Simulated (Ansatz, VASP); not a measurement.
## One calculation of In, two programs

INCAR

```
ALGO = Normal
EDIFF = 1E-6
ENCUT = 520
GGA = PE
ISIF = 2
ISMEAR = -1
LASPH = True
LCHARG = True
LELF = True
LREAL = False
LVHAR = True
LWAVE = False
NBANDS = 12
NELM = 60
PREC = Accurate
SIGMA = 0.1
```

The input KPOINTS:

```
k-points
0
Gamma
  15 15 14
```

Contents of POSCAR:

```
In
1.0
    2.9634100021      0.0000000000      0.0000000000
   -1.4817050010      2.5663883436      0.0000000000
    0.0000000000      0.0000000000      2.8132494531
In
1
Direct
    0.0000000000      0.0000000000      0.0000000000
```

Input for Ansatz:

```yaml
crystal:
  lattice:
    - [2.9634100021, 0.0, 0.0]
    - [-1.481705001, 2.5663883436, 0.0]
    - [0.0, 0.0, 2.8132494531]
  atoms:
    - { symbol: In, position: [0.0, 0.0, 0.0] }
kpoints:
  mp_grid: { grid: [15, 15, 14] }
scf:
  occupations: { method: fermi_dirac, width: 0.1 }
hamiltonian:
  xc: pbe
  pseudopotentials: { kind: all_electron, lapw: { basis_error: 0.001 } }
output:
  forces: true
  stress: true
  eigenvalues: true
  populations: true
```

Change from the starting cell: volume scaled by 0.75, LAPW.

Alike in both runs: task single point; functional PBE; k mesh 15 × 15 × 14; occupations fermi-dirac, width 0.1 eV; no spin polarisation.

```csv
,VASP,Ansatz
version,VASP 6.6.1,Ansatz 0.2.0
potentials or method,"VASP PAW PBE potentials, release 64 (In_d), cutoff 520 eV","all-electron LAPW, scalar-relativistic"
```

|  | VASP | Ansatz | Ansatz less VASP |
| --- | --- | --- | --- |
| pressure (GPa) | 19.6 | 19.7 | +0.02 |

Ansatz ran all-electron here, and VASP with PAW potentials.
